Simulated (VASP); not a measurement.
Here is a VASP 6.6.1 calculation.

The input INCAR:

```
SYSTEM = Eu2O3
PREC     = Accurate       ! precision mode
ENCUT    = 520            ! plane-wave cutoff, eV
EDIFF    = 1E-7           ! SCF threshold, eV
ISMEAR   = 0              ! smearing method
SIGMA    = 0.3            ! smearing width, eV
LREAL    = .False.        ! projectors in reciprocal space
LASPH    = .True.         ! aspherical terms in the spheres
NELM     = 150            ! most SCF steps
ALGO     = Normal         ! electronic algorithm
ISIF     = 2              ! what is computed and relaxed
LWAVE    = .False.        ! write WAVECAR
LCHARG   = .False.        ! write CHGCAR
ISPIN    = 2              ! spin polarisation
MAGMOM   = 4.9 4.9 0 0 0  ! initial moments
LORBIT   = 11             ! projections on sites
LMAXMIX  = 6              ! l up to which the mixer works
GGA      = CA             ! functional
NBANDS   = 38             ! bands
```

File KPOINTS:

```
regular mesh
0
Gamma
  7 7 4
  0 0 0
```

Contents of POSCAR:

```
Eu2O3
1.0
    3.7883000000      0.0000000000      0.0000000000
   -1.8941500000      3.2807640372      0.0000000000
    0.0000000000      0.0000000000      5.8208370000
Eu O
2 3
Direct
    0.6666670000      0.3333330000      0.7575560000
    0.3333330000      0.6666670000      0.2424440000
    0.0000000000      0.0000000000      0.0000000000
    0.6666670000      0.3333330000      0.3488960000
    0.3333330000      0.6666670000      0.6511040000
```

Potentials or basis: VASP PAW PBE potentials, release 64 (Eu, O).

The run is started by

```bash
$ cat potpaw_PBE.64/Eu/POTCAR potpaw_PBE.64/O/POTCAR > POTCAR
$ mpirun -np 1 vasp_std > vasp.out
```

(1) What does it give for the net moment?

(2) Predict the pressure.

Results:

(1) 12.00 μB per cell.

(2) -8.4 GPa.

Caveat: the cell stands under tension; so wide a smearing shifts energies and pressures; the PAW data sets were made with another functional, which shifts forces and pressure a little.
